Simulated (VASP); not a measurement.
# Be4S (Pm-3m) in VASP: further runs, part 3 of 3

VASP 6.6.1. The steps go on from the part before.

## Step 6: Relaxation of cell and atoms, PBE

This run uses another cell than the first one, of 13.05 Å³/atom.

The input, INCAR:

```
PREC = Accurate
ENCUT = 600
EDIFF = 1E-6
ISMEAR = 0
SIGMA = 0.1
LREAL = False
LASPH = True
NELM = 60
ALGO = Normal
ISIF = 3
LWAVE = False
LCHARG = False
GGA = PE
IBRION = 2
NSW = 100
EDIFFG = -0.01
```

The input, KPOINTS:

```
Automatic mesh
0
Gamma
  10 10 10
```

The input, POSCAR:

```
Be4S
1.0
    4.0260760676      0.0000000000      0.0000000000
    0.0000000000      4.0260760676      0.0000000000
    0.0000000000      0.0000000000      4.0260760676
Be S
4 1
Direct
    0.0000000000      0.5000000000      0.5000000000
    0.5000000000      0.0000000000      0.5000000000
    0.5000000000      0.5000000000      0.0000000000
    0.0000000000      0.0000000000      0.0000000000
    0.5000000000      0.5000000000      0.5000000000
```

Potentials or basis: VASP PAW PBE potentials, release 64 (Be, S).

Run with:

```console
> cat potpaw_PBE.64/Be/POTCAR potpaw_PBE.64/S/POTCAR > POTCAR
> mpirun -np 1 vasp_std > vasp.out
```

OUTCAR:

```text
PREC = Accurate
   ENCUT = 600
   EDIFF = 1E-6
   ISMEAR = 0
   LREAL = False
   LASPH = True
   NELM = 60
   ISIF = 3
   GGA = PE
   IBRION = 2
   NSW = 100
   EDIFFG = -0.01

 ion  position               nearest neighbor table
   1  0.000  0.500  0.500-   5 2.01   5 2.01
   2  0.500  0.000  0.500-   5 2.01   5 2.01
   3  0.500  0.500  0.000-   5 2.01   5 2.01
   4  0.000  0.000  0.000-
   5  0.500  0.500  0.500-   1 2.01   2 2.01   3 2.01   3 2.01   2 2.01   1 2.01

  LATTYP: Found a simple cubic cell.
 ALAT       =     4.0260760676

  Lattice vectors:

 A1 = (   4.0260760676,   0.0000000000,   0.0000000000)
 A2 = (   0.0000000000,   4.0260760676,   0.0000000000)
 A3 = (   0.0000000000,   0.0000000000,   4.0260760676)

Analysis of symmetry for initial positions (statically):
=====================================================================
 Subroutine PRICEL returns:
 Original cell was already a primitive cell.

 Routine SETGRP: Setting up the symmetry group for a
 simple cubic supercell.

 Subroutine GETGRP returns: Found 48 space group operations
 (whereof 48 operations were pure point group operations)
 out of a pool of 48 trial point group operations.

The static configuration has the point symmetry O_h .

Analysis of symmetry for dynamics (positions and initial velocities):
=====================================================================
 Subroutine PRICEL returns:
 Original cell was already a primitive cell.

 Routine SETGRP: Setting up the symmetry group for a
 simple cubic supercell.

 Subroutine GETGRP returns: Found 48 space group operations
 (whereof 48 operations were pure point group operations)
 out of a pool of 48 trial point group operations.

The dynamic configuration has the point symmetry O_h .

 Subroutine INISYM returns: Found 48 space group operations
 (whereof 48 operations are pure point group operations),
 and found     1 'primitive' translations

----------------------------------------------------------------------------------------

                                     Primitive cell

  volume of cell :      65.2598

  direct lattice vectors                    reciprocal lattice vectors
     4.026076068  0.000000000  0.000000000     0.248380801  0.000000000  0.000000000
     0.000000000  4.026076068  0.000000000     0.000000000  0.248380801  0.000000000
     0.000000000  0.000000000  4.026076068     0.000000000  0.000000000  0.248380801

  length of vectors
     4.026076068  4.026076068  4.026076068     0.248380801  0.248380801  0.248380801

  position of ions in fractional coordinates (direct lattice)
     0.000000000  0.500000000  0.500000000
     0.500000000  0.000000000  0.500000000
     0.500000000  0.500000000  0.000000000
     0.000000000  0.000000000  0.000000000
     0.500000000  0.500000000  0.500000000

  ion indices of the primitive-cell ions
   primitive index   ion index
                 1           1
                 2           2
                 3           3
                 4           4
                 5           5

----------------------------------------------------------------------------------------

 KPOINTS: Automatic mesh
[... 58 lines left out ...]
 SYSTEM =  unknown system
   PREC   = accura    normal or accurate (medium, high low for compatibility)
   ISTART =      0    job   : 0-new  1-cont  2-samecut
   ICHARG =      2    charge: 1-file 2-atom 10-const
   ISPIN  =      1    spin polarized calculation?
   LNONCOLLINEAR =      F non collinear calculations
   LSORBIT =      F    spin-orbit coupling
   LASPH  =      T    aspherical Exc in radial PAW
   ENCUT  =  600.0 eV  44.10 Ry    6.64 a.u.   8.04  8.04  8.04*2*pi/ulx,y,z
   NELM   =     60;   NELMIN=  2; NELMDL= -5     # of ELM steps
   EDIFF  = 0.1E-05   stopping-criterion for ELM
   LREAL  =      F    real-space projection
   EDIFFG = -.1E-01   stopping-criterion for IOM
   NSW    =    100    number of steps for IOM
   IBRION =      2    ionic relax: 0-MD 1-quasi-New 2-CG
   NFREE  =      1    steps in history (QN), initial steepest desc. (CG)
   ISIF   =      3    stress and relaxation
   ISYM   =      2    0-nonsym 1-usesym 2-fastsym
   POTIM  = 0.5000    time-step for ionic-motion
   TEBEG  =    0.0;   TEEND  =   0.0 temperature during run
   PSTRESS=    0.0 pullay stress
   NELECT =      14.0000    total number of electrons
   NUPDOWN=      -1.0000    fix difference up-down
   EMIN   =  10.00;   EMAX   =-10.00  energy-range for DOS
   EFERMI =   0.00;   METHOD = LEGACY
   ISMEAR =     0;   SIGMA  =   0.10  broadening in eV -4-tet -1-fermi 0-gaus
   EFERMI_NEDOS =   21; number of points for ismear=-14 and -15
   IALGO  =     38    algorithm
   IMIX   =      4    mixing-type and parameters
     AMIX     =   0.40;   BMIX     =  1.00
     AMIX_MAG =   1.60;   BMIX_MAG =  1.00
  volume/ion in A,a.u.               =      13.05        88.08
  Fermi-wavevector in a.u.,A,eV,Ry     =   0.980021  1.851972 13.067604  0.960442
  Thomas-Fermi vector in A             =   2.110919
   LORBIT       =      0    0 simple, 1 ext, 2 COOP (PROOUT), +10 PAW based schemes
   GGA     = PE    functional components
   LHFCALC =     F    Hartree Fock is set to
   AEXX    =    0.0000 exact exchange contribution
   IVDW    =     0    specifies the selected vdW correction
   LEPSILON=     F    determine dielectric tensor
   LRPA    =     F    only Hartree local field effects (RPA)
 conjugate gradient relaxation of ions
 non-spin polarized calculation
 Gauss-broadening in eV      SIGMA  =   0.10
  energy-cutoff  :      600.00
  volume of cell :       65.26
 maximum number of plane-waves:      2224
   NGX = 17   NGY = 17   NGZ = 17

--------------------------------------- Ionic step        1  -------------------------------------------

 number of electron      14.0000000 magnetization

 Free energy of the ion-electron system (eV)
  ---------------------------------------------------
  ext. energy  EPLUGINS =         0.00000000
  ---------------------------------------------------
  free energy    TOTEN  =       -14.52313031 eV

  energy without entropy =      -14.51765838  energy(sigma->0) =      -14.52039434

------------------------ aborting loop because EDIFF is reached ----------------------------------------

  FORCE on cell =-STRESS in cart. coord.  units (eV):
  Direction    XX          YY          ZZ          XY          YZ          ZX
  --------------------------------------------------------------------------------------
  -------------------------------------------------------------------------------------
  Total       -0.4224032     -0.4224032     -0.4224032      0.0000000      0.0000000      0.0000000
  in kB      -10.3703135    -10.3703135    -10.3703135      0.0000000      0.0000000      0.0000000
  external PRESSURE =     -10.3703135 kB  Pullay stress =       0.0000000 kB
[... 65 lines left out ...]
--------------------------------------- Ionic step        3  -------------------------------------------

 number of electron      14.0000001 magnetization

 Free energy of the ion-electron system (eV)
  ---------------------------------------------------
  ext. energy  EPLUGINS =         0.00000000
  ---------------------------------------------------
  free energy    TOTEN  =       -14.52608458 eV

  energy without entropy =      -14.52040446  energy(sigma->0) =      -14.52324452

 E-fermi :   5.4304     XC(G=0):  -9.5622

 val. band max:        5.4222429099   @ k =   0.5000   0.3000   0.0000
 cond. band min:       5.4350507120   @ k =   0.4000   0.0000   0.0000
 fundamental gap:      0.0128078021
 Fermi energy:         5.4304196854

 k-point     1 :       0.0000    0.0000    0.0000
  band No.  band energies     occupation
      1     -11.2035      2.00000
      2      -2.2355      2.00000
      3      -2.2355      2.00000
      4      -2.2355      2.00000
      5       0.5659      2.00000
      6       5.1258      1.99998
      7       5.1258      1.99998
      8       7.0640      0.00000
      9       7.0640      0.00000
     10       7.0640      0.00000
     11      10.2303      0.00000
[... 309 lines left out ...]
 k-point    24 :       0.3000    0.1000    0.1000
  band No.  band energies     occupation
      1     -11.1093      2.00000
      2      -3.1871      2.00000
      3      -2.1707      2.00000
      4      -2.0631      2.00000
      5       2.3091      2.00000
      6       4.2872      2.00000
      7       4.8914      2.00000
      8       6.0616      0.00000
      9       6.2967      0.00000
     10       7.9303      0.00000
     11       8.6629      0.00000

 [... further k-points ...]

------------------------ aborting loop because EDIFF is reached ----------------------------------------

  FORCE on cell =-STRESS in cart. coord.  units (eV):
  Direction    XX          YY          ZZ          XY          YZ          ZX
  --------------------------------------------------------------------------------------
  -------------------------------------------------------------------------------------
  Total        0.0014270      0.0014270      0.0014270     -0.0000000      0.0000000     -0.0000000
  in kB        0.0355226      0.0355226      0.0355226     -0.0000000      0.0000000     -0.0000000
  external PRESSURE =       0.0355226 kB  Pullay stress =       0.0000000 kB
[... 20 lines left out ...]
  FREE ENERGIE OF THE ION-ELECTRON SYSTEM (eV)
  ---------------------------------------------------
  free  energy   TOTEN  =       -14.5260845785 eV

  energy  without entropy=      -14.5204044588  energy(sigma->0) =      -14.52324452

 reached required accuracy - stopping structural energy minimisation
```

OSZICAR:

```text
N       E                     dE             d eps       ncg     rms          rms(c)
DAV:   1     0.459453453994E+02    0.45945E+02   -0.63505E+03  1232   0.120E+03
DAV:   2    -0.104390771248E+02   -0.56384E+02   -0.53832E+02  1649   0.180E+02
DAV:   3    -0.145197081349E+02   -0.40806E+01   -0.39704E+01  1662   0.521E+01
[... 19 lines left out ...]
       N       E                     dE             d eps       ncg     rms          rms(c)
DAV:   1    -0.145261594589E+02   -0.11536E-03   -0.14479E-03  1394   0.278E-01    0.578E-02
DAV:   2    -0.145260883798E+02    0.71079E-04   -0.18611E-04  1373   0.952E-02    0.165E-02
DAV:   3    -0.145260843672E+02    0.40125E-05   -0.62006E-05  1454   0.530E-02    0.107E-02
DAV:   4    -0.145260845785E+02   -0.21121E-06   -0.14430E-06   866   0.110E-02
   3 F= -.14526085E+02 E0= -.14523245E+02  d E =-.295427E-02
```

Run time: 55 s. Hardware: 1 thread of Intel Xeon Platinum 8259CL at 2.50GHz (Skylake/Cascade Lake), shared host; peak memory 0.2 GiB.

Results:

```yaml
Free_energy: -14.5261 eV
Relaxed_volume: 12.87 Å³/atom
Relaxed_cell: a = 4.008 Å, b = 4.008 Å, c = 4.008 Å, α = 90.00°, β = 90.00°, γ = 90.00°
Space_group_after_relaxing_to_0.1_Å: Pm-3m (No. 221)
Energy_gained_by_relaxing: 0.6 meV/atom
Ionic_steps: 3
Pressure_after_relaxing: 0.0 GPa
Band_gap_on_the_k_mesh: zero (bands 7 and 8 overlap by 1.35 eV)
```

Step by step:
```
step  energy change (eV)  largest force (eV/Å)  pressure (GPa)  volume (Å³)
   1              0.0000                0.0000           -1.04        65.26
   2             -0.0029                0.0000           -0.12        64.47
   3             -0.0030                0.0000            0.00        64.36
```

Final structure:
```yaml
crystal:
  lattice:
    - [4.00754, 0.00000, 0.00000]
    - [0.00000, 4.00754, 0.00000]
    - [0.00000, 0.00000, 4.00754]
  atoms:
    - { symbol: Be, position: [0.00000, 0.50000, 0.50000] }
    - { symbol: Be, position: [0.50000, 0.00000, 0.50000] }
    - { symbol: Be, position: [0.50000, 0.50000, 0.00000] }
    - { symbol: Be, position: [0.00000, 0.00000, 0.00000] }
    - { symbol: S, position: [0.50000, 0.50000, 0.50000] }
```

Levels at points of the mesh, in eV from the Fermi level:
```csv
k point,band 3,band 4,band 5,band 6,band 7,band 8,band 9,band 10,band 11
"(0.00, 0.00, 0.00)",-7.67,-7.67,-4.86,-0.30,-0.30,1.63,1.63,1.63,4.80
"(0.50, 0.00, 0.00)",-7.31,-7.31,-2.60,-1.56,-0.16,-0.16,0.85,1.93,3.91
"(0.50, 0.50, 0.00)",-8.34,-7.02,-4.63,0.20,0.20,0.35,1.18,1.18,3.08
"(0.50, 0.50, 0.50)",-7.65,-7.65,-3.61,-3.61,-3.61,-1.11,3.24,3.24,5.98
```

## Step 7: The runs side by side

| task | cell | k mesh | cutoff (eV) | gap on the mesh (eV) | pressure (GPa) | relaxed volume (Å³/atom) |
| --- | --- | --- | --- | --- | --- | --- |
| single point | a = 4.009 Å, 5 atoms | 4 × 4 × 4 | 520 | none | 1.0 | - |
| single point | a = 4.026 Å, 5 atoms | 4 × 4 × 4 | 520 | none | 0.0 | - |
| relaxation of cell and atoms | relaxed from a = 4.009 Å, 5 atoms | 4 × 4 × 4 | 600 | none | 0.1 | 13.04 |
| single point | a = 4.007 Å, 5 atoms | 10 × 10 × 10 | 520 | none | 0.0 | - |
| relaxation of cell and atoms | relaxed from a = 4.026 Å, 5 atoms | 10 × 10 × 10 | 600 | none | 0.0 | 12.87 |

Alike in all rows: level PBE; potentials or basis VASP PAW PBE potentials, release 64 (Be, S); no spin polarisation; smearing gaussian 0.1 eV.

Caveats: some runs use coarse meshes.

Total energies depend on the potentials used, so only differences within one code and one set of settings carry meaning.
